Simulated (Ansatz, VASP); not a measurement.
This is a calculation of MgO for VASP 6.6.1.

Contents of POSCAR:

```
MgO
1.0
    2.9380209034      0.0000000000      0.0000000000
   -1.4690104517      2.5444007392      0.0000000000
    0.0000000000      0.0000000000      2.6796800000
Mg O
1 1
Direct
    0.0000000000      0.0000000000      0.0000000000
    0.3333333333      0.6666666667      0.5000000000
```

Contents of INCAR.step1:

```
PREC = Accurate ; ENCUT = 600
EDIFF = 1E-5 ; ISMEAR = -1
SIGMA = 0.05 ; LREAL = False
LASPH = True ; NELM = 60
ALGO = Normal ; LWAVE = True
LCHARG = False ; GGA = PE
NBANDS = 11
```

The input INCAR.step2:

```
PREC = Accurate ; ENCUT = 600
EDIFF = 1E-6 ; ISMEAR = -1
SIGMA = 0.05 ; LREAL = False
LASPH = True ; NELM = 60
ALGO = Normal ; ISIF = 3
LWAVE = False ; LCHARG = False
GGA = PE ; LHFCALC = True
AEXX = 0.25 ; HFSCREEN = 0.3
PRECFOCK = Normal ; IBRION = 2
NSW = 60 ; EDIFFG = -0.01
ISTART = 1
```

File KPOINTS:

```
Automatic mesh
0
Gamma
  5 5 5
```

Potentials or basis: VASP PAW PBE potentials, release 64 (Mg, O).

Launch:

```bash
$ cat potpaw_PBE.64/Mg/POTCAR potpaw_PBE.64/O/POTCAR > POTCAR
$ cp INCAR.step1 INCAR
$ mpirun -np 1 vasp_std > vasp.out
$ cp INCAR.step2 INCAR
$ mpirun -np 1 vasp_std > vasp.out
```

Q: Translate it to Ansatz 0.2.0. Potentials there: Ansatz PAW.

A: As run (the cutoff follows the program's own potentials):

input

```
crystal:
  lattice:
    - [2.9380209034, 0.0, 0.0]
    - [-1.4690104517, 2.5444007392, 0.0]
    - [0.0, 0.0, 2.67968]
  atoms:
    - { symbol: Mg, position: [0.0, 0.0, 0.0] }
    - { symbol: O, position: [0.3333333333, 0.6666666667, 0.5] }
hamiltonian:
  xc: { exchange: pbe, correlation: pbe, exx: { coeff: 0.25, omega: 0.3 } }
  pseudopotentials: { kind: paw }
kpoints:
  mp_grid: { grid: [5, 5, 5] }
scf:
  occupations: { method: fermi_dirac, width: 0.05 }
output:
  forces: true
  stress: true
  eigenvalues: true
relax:
  f_tol: 0.01
  max_steps: 40
  cell: { stress_tol: 0.05 }
```

Both were run:

|  | VASP | Ansatz | Ansatz less VASP |
| --- | --- | --- | --- |
| gap on the k mesh at the Fermi level, each at its own relaxed structure (eV) | 4.69 | 4.70 | +0.017 |
| relaxed volume (Å³/atom) | 9.61 | 9.64 | +0.028 |
| relaxed cell length with the largest relative difference (Å) | 2.898 | 2.901 | +0.0029 |

VASP's potentials were made for PBE, not for PBE-based screened hybrid. VASP's potentials hold 8 valence electrons a cell and Ansatz's 16, so a difference there can come from the potentials and not from the codes.

The k mesh is coarse, so the values compare programs but aren't converged. Noted on Ansatz's run: odd divisions of the mesh miss points on the zone boundary, where band edges often lie, so the gap on the mesh can be too wide; the plane-wave basis is chosen anew once the cell has moved, so the energies of steps on either side of that aren't comparable.
